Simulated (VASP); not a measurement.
Write the native input for VASP 6.6.1 that does the following.

| Item | Value |
| --- | --- |
| Task | relaxation of cell and atoms |
| Functional | PBE |
| Potentials or basis | VASP PAW PBE potentials, release 64 (B, P) |
| Cutoff | 600 eV |
| k mesh | 12 × 12 × 4 |
| Occupations | gaussian, width 0.1 eV |
| Spin | no spin polarisation |
| Dipole correction | no |
| Further INCAR settings | ALGO = Normal; EDIFF = 1e-06; IBRION = 2; EDIFFG = -0.01; NSW = 100; ISIF = 3 |

The structure of BP4 lies in POSCAR:

```
BP4
1.0
    3.1953242467      0.0000000000      0.0000000000
   -1.5976621233      2.7672319710      0.0000000000
    0.0000000000      0.0000000000     10.2195327563
B P
1 4
Direct
    0.6666666667      0.3333333333      0.5000000000
    0.3333333333      0.6666666667      0.1489947491
    0.3333333333      0.6666666667      0.8510052509
    0.0000000000      0.0000000000      0.5000000000
    0.6666666667      0.3333333333      0.0000000000
```

The cell was built from a structure type or drawn by symmetry, and may not be a known phase.

One way to write it, as run:

INCAR

```
ALGO = Normal
EDIFF = 1E-6
EDIFFG = -0.01
ENCUT = 600
GGA = PE
IBRION = 2
ISIF = 3
ISMEAR = 0
LASPH = T
LCHARG = F
LREAL = F
LWAVE = F
NELM = 60
NSW = 100
PREC = Accurate
SIGMA = 0.1
```

KPOINTS

```
k-points
0
Gamma
  12 12 4
```

Potentials or basis: VASP PAW PBE potentials, release 64 (B, P).

Run with:

```console
$ cat potpaw_PBE.64/B/POTCAR potpaw_PBE.64/P/POTCAR > POTCAR
$ mpirun -np 1 vasp_std > vasp.out
```

It gave:

```json
{
  "Relaxed volume": "19.05 Å³/atom",
  "Relaxed cell": "a = 3.169 Å, b = 3.169 Å, c = 10.955 Å, α = 90.00°, β = 90.00°, γ = 120.00°",
  "Space group after relaxing (to 0.1 Å)": "P-6m2 (No. 187)",
  "Energy gained by relaxing": "5.5 meV/atom",
  "Ionic steps": "19",
  "Pressure after relaxing": "0.0 GPa",
  "Band gap on the k mesh": "zero (an odd number of electrons rules out a gap without spin polarisation)"
}
```

Caveat: this functional lacks dispersion, which binds the layers, so the pressure and a relaxed spacing across them are unreliable.

It took 9 min on 1 thread of Intel(R) Xeon(R) Platinum 8488C (Sapphire Rapids) (shared host), peak memory 0.29 GiB.
